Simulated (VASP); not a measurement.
# Si4O7 in VASP: a series of runs, part 2 of 2

VASP 6.6.1. The steps go on from the part before.

## Step 4: Single point, PBE

Input file INCAR:

```
PREC     = Accurate       # precision mode
ENCUT    = 520            # plane-wave cutoff, eV
EDIFF    = 1E-6           # SCF threshold, eV
ISMEAR   = -1             # smearing method
SIGMA    = 0.2482         # smearing width, eV
LREAL    = False          # projectors in reciprocal space
LASPH    = True           # aspherical terms in the spheres
NELM     = 120            # most SCF steps
ALGO     = Normal         # electronic algorithm
ISIF     = 2              # what is computed and relaxed
LWAVE    = False          # write WAVECAR
LCHARG   = False          # write CHGCAR
GGA      = PE             # functional
NBANDS   = 75             # bands
ISYM     = 0            
GGA_COMPAT= False
```

Input file KPOINTS:

```
Automatic mesh
0
Gamma
  1 1 1
  0.25 0.25 0.25
```

Input file POSCAR:

```
Si4O7
1.0
    7.0842070000      0.0663610000      0.0972760000
    0.0663610000      6.9740900000     -0.0358550000
    0.0972760000     -0.0358550000      7.1323860000
Si O
8 14
Direct
    0.4214268022      0.1629974317      0.0760580764
    0.5078623925      0.1644947915      0.4807624179
    0.5343659575      0.6854909023      0.0103836631
    0.2841805680      0.3165448274      0.7067806995
    1.0212290743      0.6730673351      0.6458779362
    0.1073925985      0.9572344223      0.2881241870
    0.8785745429      0.0290414225      0.8786941793
    0.8741156106      0.6445825039      0.2412098890
    0.0660808400      0.8808790700      0.5160536515
    0.2507143778      0.1353124553      0.5214028147
    0.6612724883      0.5839645227      0.1744761298
    0.4857174597      0.2264000510      0.2640922578
    1.0687387076      0.6554860767      0.1450414808
    0.1345853862      0.4764477131      0.7270520839
    0.9894601445      0.8268986533      0.8172693859
    0.5973840476     -0.0602309864     -0.0389434493
    0.3206938404      0.3258981607     -0.0414539728
    0.9035252859      1.0010436763      0.2110035962
    0.5196966794      0.3223922973      0.6523075674
    0.2734815724      0.9722975142      0.1076246482
    0.8694567785      0.6155581364      0.4804592123
    0.6945326859      0.0344560029      0.5072695250
```

Potentials or basis: VASP PAW PBE potentials, release 64 (Si, O).

Started as:

```bash
cat potpaw_PBE.64/Si/POTCAR potpaw_PBE.64/O/POTCAR > POTCAR
mpirun -np 1 vasp_std > vasp.out
```

OUTCAR:

```text
PREC = Accurate
   ENCUT = 520
   EDIFF = 1E-6
   ISMEAR = -1
   LREAL = False
   LASPH = True
   NELM = 120
   ISIF = 2
   GGA = PE
   ISYM = 0

 ion  position               nearest neighbor table
   1  0.421  0.163  0.076-  12 1.49  17 1.59  20 1.72  16 2.12   2 2.97   4 3.03   6 3.05
   2  0.508  0.164  0.481-  22 1.61  12 1.62  19 1.64  10 1.85   4 2.45   1 2.97
   3  0.534  0.685  0.010-  11 1.65  16 1.87   8 2.96
   4  0.284  0.317  0.707-  14 1.53  19 1.70  17 1.82  10 1.84   2 2.45   1 3.03   5 3.12
   5  0.021  0.673  0.646-  15 1.63  21 1.67  14 1.69   9 1.76   8 3.10   7 3.11   4 3.12
   6  0.107  0.957  0.288-  18 1.59  20 1.73   9 1.73  10 2.33  13 2.35   8 2.78   1 3.05
   7  0.879  0.029  0.879-  15 1.65  16 2.17  18 2.39   5 3.11
[... 266 lines left out ...]
  external PRESSURE =     -21.8641570 kB  Pullay stress =       0.0000000 kB

 VOLUME and BASIS-vectors are now :
 -----------------------------------------------------------------------------
  energy-cutoff  :      520.00
  volume of cell :      352.27
      direct lattice vectors                 reciprocal lattice vectors
     7.084207000  0.066361000  0.097276000     0.141198275 -0.001353488 -0.001932556
     0.066361000  6.974090000 -0.035855000    -0.001353488  0.143404563  0.000739364
     0.097276000 -0.035855000  7.132386000    -0.001932556  0.000739364  0.140235610

 POSITION                                       TOTAL-FORCE (eV/Angst)
 -----------------------------------------------------------------------------------
      3.00369      1.16200      0.57763        -1.018575     -5.697997     -3.691202
      3.65548      1.16367      3.47249         2.505962     -2.661805      0.886733
      3.83206      4.81576      0.10146        -1.125810      1.975693     -1.571957
      2.10295      2.20113      5.05733         3.384582     -3.037677      0.860443
      0.25789      4.67228      4.58458        -0.272703      2.404526     -2.758861
      0.85234      6.67263      2.03114        -0.371534     -1.941904      1.079016
[... 14 lines left out ...]
      6.24700      4.33343      3.48933        -0.536427     -1.692155     -0.769010
      4.97185      0.26820      3.68437        -2.129051      0.014603      0.244777
 -----------------------------------------------------------------------------------
    total drift:                               -0.000856      0.000051     -0.001078

  FREE ENERGIE OF THE ION-ELECTRON SYSTEM (eV)
  ---------------------------------------------------
  free  energy   TOTEN  =      -151.6078645214 eV

  energy  without entropy=     -151.4725920733  energy(sigma->0) =     -151.54022830
```

stdout:

```text
POSCAR found type information on POSCAR SiO
 POSCAR found :  2 types and      22 ions
 scaLAPACK will be used
 -----------------------------------------------------------------------------
|                                                                             |
|                                                                             |
|     You have a (more or less) 'large supercell' and for larger cells it     |
|     might be more efficient to use real-space projection operators.         |
|     Therefore, try LREAL= Auto in the INCAR file.                           |
|     Mind: For very accurate calculation, you might also keep the            |
|     reciprocal projection scheme (i.e. LREAL=.FALSE.).                      |
|                                                                             |
 -----------------------------------------------------------------------------

 LDA part: xc-table for (Slater+PW92), standard interpolation
 POSCAR, INCAR and KPOINTS ok, starting setup
 FFT: planning ... GRIDC
 FFT: planning ... GRID_SOFT
 FFT: planning ... GRID
 WAVECAR not read
 entering main loop
```

Wall time 69 s (1 thread of AMD EPYC 7R43 (Zen 3), shared host); peak memory 0.36 GiB.

What came out:

```yaml
Free_energy: -151.6079 eV
Pressure: -2.2 GPa
Largest_force: 6.865 eV/Å
Band_gap_on_the_k_mesh: 1.97 eV
```

Forces on the atoms (eV/Å):
```
Si  -1.019 -5.698 -3.691
Si   2.506 -2.662  0.887
Si  -1.126  1.976 -1.572
Si   3.385 -3.038  0.860
Si  -0.273  2.405 -2.759
Si  -0.372 -1.942  1.079
Si  -1.221  0.145  0.797
Si  -1.456  0.581  4.146
O    2.426 -1.818 -2.676
O    2.661  3.151  1.740
O    1.814  0.699  0.316
O    1.755  2.413  2.515
O    1.345 -0.195 -0.131
O   -3.292  4.417 -1.669
O   -1.365 -1.522  1.495
O    0.369  1.075  0.680
O   -0.145 -1.057 -2.430
O   -0.446 -0.014 -1.631
O   -2.467  1.677  0.236
O   -0.412  1.083  2.331
O   -0.536 -1.692 -0.769
O   -2.129  0.015  0.245
```

Caveat: the k points lie up to 0.90 Å⁻¹ apart.

## Step 5: Single point, PBE

Input file INCAR:

```
SYSTEM = Si4O7
  PREC = Accurate
  ENCUT = 520
  EDIFF = 1E-6
  ISMEAR = -1
  SIGMA = 0.2482
  LREAL = .FALSE.
  LASPH = .TRUE.
  NELM = 120
  ALGO = Normal
  ISIF = 2
  LWAVE = .FALSE.
  LCHARG = .FALSE.
  GGA = PE
  NBANDS = 75
  ISYM = 0
  GGA_COMPAT = .FALSE.
```

KPOINTS is that of step 4.

Input file POSCAR:

```
Si4O7
1.0
    7.0842070000      0.0663610000      0.0972760000
    0.0663610000      6.9740900000     -0.0358550000
    0.0972760000     -0.0358550000      7.1323860000
Si O
8 14
Direct
    0.5044478263      0.1319571099      0.1100104026
    0.5590648532      0.2088108168      0.5348077515
    0.5685073084      0.7377544180     -0.0094429735
    0.3745251179      0.3866239370      0.7871703937
    1.1116857168      0.6789204047      0.6071839566
    0.1793204213      0.8785408965      0.2522427292
    0.9733723306      0.0291354847      0.9149478009
    0.9577739407      0.5907300985      0.2061834861
    0.2068196515      0.8661946535      0.4943586650
    0.3478215882      0.1807626096      0.6180587465
    0.7412112974      0.6356417980      0.1328581861
    0.5280684762      0.2363532017      0.3054707155
    1.1280498490      0.7172557770      0.1068151708
    0.1450103336      0.5041453847      0.7658434509
    0.9055195971      0.8100876238      0.8336126743
    0.6827823990     -0.0162498462      0.0283986342
    0.4005709687      0.2431303856     -0.0467025343
    1.0525530876      1.0688639769      0.1397586956
    0.5158292048      0.4606489152      0.6506745099
    0.3756233626      0.9392881707      0.1946445466
    0.9698020021      0.5992983409      0.4361901308
    0.7114304674      0.0484900819      0.5496983060
```

Started as:

```bash
cat potpaw_PBE.64/Si/POTCAR potpaw_PBE.64/O/POTCAR > POTCAR
mpirun -np 1 vasp_std > vasp.out
```

It took 71 s on 1 thread of AMD EPYC 7R43 (Zen 3), shared host; peak memory 0.36 GiB.

It converged, with:

```
Free energy            : -151.8745 eV
Pressure               : -0.2 GPa
Largest force          : 8.287 eV/Å
Band gap on the k mesh : 0.62 eV
```

Forces in eV/Å, atoms in the order of the input:
```
Si   1.430 -3.645  2.814
Si  -1.138  0.184 -1.330
Si   3.137  1.127  1.084
Si  -7.558 -3.136 -1.313
Si  -3.313  0.716  1.568
Si  -2.930  4.607  2.349
Si  -2.012 -0.907  0.332
Si  -2.521 -1.128 -0.749
O   -0.952 -2.123 -0.642
O   -1.183  0.912  2.045
O    0.116 -0.433  0.127
O    0.507  2.067 -0.636
O   -0.897 -3.291  0.366
O    2.807  0.453 -0.863
O    2.828  0.296 -2.009
O   -1.755  0.930 -0.147
O   -0.402  1.158  1.419
O   -0.083 -1.749  0.454
O    6.354  2.479 -3.836
O    5.692  1.475 -2.474
O    0.529 -0.129  0.519
O    1.343  0.136  0.923
```

Stress tensor (GPa, compression positive):
```
 2.79  4.26 -2.88
 4.26 -1.22 -1.66
-2.88 -1.66 -2.28
```

Levels at points of the mesh, in eV from the valence-band top:
| k point | band 55 | band 56 | band 57 | band 58 | band 59 | band 60 | band 61 | band 62 |
| --- | --- | --- | --- | --- | --- | --- | --- | --- |
| (0.25, 0.25, 0.25) | -1.11 | -0.68 | -0.34 | 0.00 | 0.62 | 2.19 | 2.53 | 2.91 |

Caveat: the k points lie up to 0.90 Å⁻¹ apart.

## Step 6: Single point, PBE

INCAR, as its differences from that of step 5:

```diff
@@ -5,3 +5,3 @@
   ISMEAR = -1
-  SIGMA = 0.2482
+  SIGMA = 0.05
   LREAL = .FALSE.
```

KPOINTS is that of step 5.

Input file POSCAR:

```
Si4O7
1.0
    7.0842070000      0.0663610000      0.0972760000
    0.0663610000      6.9740900000     -0.0358550000
    0.0972760000     -0.0358550000      7.1323860000
Si O
8 14
Direct
    0.4486870626      0.1015064017      0.1585581640
    0.5559550712      0.1731092779      0.5735997389
    0.6646539930      0.6423291669      0.8960681363
    0.3210065711      0.2752386614      0.7940179411
    0.0262906229      0.5809139678      0.6328257085
    0.1692391973      0.7781633625      0.3142994694
    0.8277192640      0.0688700601      0.8705138949
    0.9133268020      0.6098429127      0.2508336116
    0.1859591726      0.7356999165      0.5394747502
    0.3554012762      0.0772383955      0.6696222510
    0.7418933456      0.5618847268      0.1092020202
    0.5325512222      0.2102060784      0.3519102144
    0.1445672731      0.5744958916      0.1891976436
    0.1467319941      0.4111741446      0.7344797586
    0.8893780084      0.6746330155      0.7919503840
    0.6365796203      0.0455388551      0.0325794028
    0.3244180379      0.2451245153      0.0232920443
    0.9388835422      0.8387081568      0.2814787429
    0.5145032169      0.3669098286      0.6988178622
    0.3293687661      0.9167713626      0.2367656716
    0.8903215584      0.5026206618      0.4639620660
    0.7377074896      0.0692297255      0.6630133307
```

Potentials or basis: VASP PAW PBE potentials, release 64 (Si, O).

Started as:

```bash
cat potpaw_PBE.64/Si/POTCAR potpaw_PBE.64/O/POTCAR > POTCAR
mpirun -np 1 vasp_std > vasp.out
```

Wall time 61 s (1 thread of AMD EPYC 7R43 (Zen 3), shared host); peak memory 0.36 GiB.

The run converged. Its results:

* Free energy: -162.9300 eV
* Pressure: 0.5 GPa
* Largest force: 3.100 eV/Å
* Band gap on the k mesh: 3.33 eV

Forces in eV/Å, atoms in the order of the input:
```
Si   0.700  0.610  0.431
Si  -1.140 -0.934 -0.581
Si   0.836  0.175  0.398
Si  -1.118  0.239  1.029
Si   1.369  0.081 -0.561
Si   0.671  0.708  0.031
Si   0.044 -0.151  2.073
Si  -1.737 -2.506 -0.559
O   -0.812 -0.936  0.236
O    0.163 -0.260 -0.361
O    0.421 -0.106  0.110
O   -0.308 -0.725 -0.817
O   -0.348  0.346  0.519
O   -0.452 -0.195 -0.026
O   -1.329  0.377  0.940
O    0.906 -0.270 -1.029
O   -0.020 -0.340  0.023
O    0.612  1.257  0.511
O    0.946  1.824  0.625
O    0.515  0.791 -0.511
O    0.059  0.278 -1.027
O    0.023 -0.261 -1.454
```

Stress tensor (GPa, compression positive):
```
 0.47 -0.34 -0.35
-0.34  3.65  3.10
-0.35  3.10 -2.75
```

Levels at points of the mesh, in eV from the valence-band top:
```tsv
k point	band 56	band 57	band 58	band 59	band 60	band 61
(0.25, 0.25, 0.25)	-1.30	-0.41	0.00	3.33	3.86	4.61
```

Caveat: the k points lie up to 0.90 Å⁻¹ apart.

## Step 7: The runs side by side

| smearing | gap on the mesh (eV) | pressure (GPa) | largest force (eV/Å) |
| --- | --- | --- | --- |
| fermi-dirac 0.3447 eV | 1.29 | -1.3 | 9.08 |
| fermi-dirac 0.2482 eV | 0.62 | -0.2 | 8.29 |
| fermi-dirac 0.05 eV | 3.33 | 0.5 | 3.10 |

Some of these runs hold the atoms at other places in the same cell, which the table doesn't show; runs alike in all that it shows share one row.

Alike in all rows: task single point; level PBE; potentials or basis VASP PAW PBE potentials, release 64 (Si, O); no spin polarisation; cell as given; k mesh 1 × 1 × 1, shifted; cutoff (eV) 520.

Caveats: all runs use coarse meshes.

Absolute energies hang on the potentials; compare differences alone.
